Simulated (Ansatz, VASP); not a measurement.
One calculation of Sb, two programs

```
CELL_PARAMETERS angstrom
2.15420 1.24373 3.75800
-2.15420 1.24373 3.75800
0.00000 -2.48746 3.75800
ATOMIC_POSITIONS crystal
Sb 0.76651 0.76651 0.76651
Sb 0.23349 0.23349 0.23349
```

Alike in both runs: functional LDA; k mesh 8 × 8 × 8; occupations fermi-dirac, width 0.05 eV; no spin polarisation.

```csv
,VASP,Ansatz
version,VASP 6.6.1,Ansatz 0.2.0
potentials or method,"VASP PAW LDA potentials, release 64 (Sb)",Ansatz PAW
plane-wave cutoff (eV),520,420
valence electrons in the cell,10,30
task,single point,band structure
```

```tsv
	VASP	Ansatz	Ansatz less VASP
gap on the k mesh at the Fermi level (eV)	none	none	-
pressure (GPa)	-0.9	-1.2	-0.27
traceless stress, the component that is largest in VASP (GPa)	-0.37	-0.29	+0.080
rms of the force components (eV/Å)	0.044	0.006	-0.0382
```

LDA's correlation is that of Perdew and Zunger in VASP and of Perdew and Wang (1992) in Ansatz. Atom by atom the forces differ by 0.038 eV/Å (rms over components). A gap of «none» marks a metal or a gap that the smearing closes. VASP's potentials hold 10 valence electrons a cell and Ansatz's 30, so a difference there can come from the potentials and not from the codes.

Spin-orbit coupling is off throughout.
